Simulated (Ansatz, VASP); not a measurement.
## Two plane-wave programs on AlBO2

```
CELL_PARAMETERS angstrom
3.06568 0.00000 0.00000
0.00000 3.06568 0.00000
0.00000 0.00000 3.89746
ATOMIC_POSITIONS crystal
Al 0.50000 0.50000 0.50000
B 0.00000 0.00000 0.00000
O 0.00000 0.00000 0.50000
O 0.50000 0.50000 0.00000
```

Alike in both runs: task relaxation of cell and atoms; functional PBE; k mesh 16 × 16 × 12; occupations gaussian, width 0.1 eV; no spin polarisation.

|  | VASP | Ansatz |
| --- | --- | --- |
| version | VASP 6.6.1 | Ansatz 0.2.0 |
| potentials or method | VASP PAW PBE potentials, release 64 (Al, B, O), cutoff 600 eV | scalar-relativistic, plane waves, PAW |
| valence electrons in the cell | 18 | 18 |

|  | VASP | Ansatz | Ansatz less VASP |
| --- | --- | --- | --- |
| gap on the k mesh at the Fermi level, each at its own relaxed structure (eV) | none | none | - |
| relaxed volume (Å³/atom) | 9.12 | 9.14 | +0.022 |
| relaxed length of the cell vector where the two differ most in proportion (Å) | 3.058 | 3.062 | +0.0048 |

A gap of «none» marks a metal or a gap that the smearing closes.
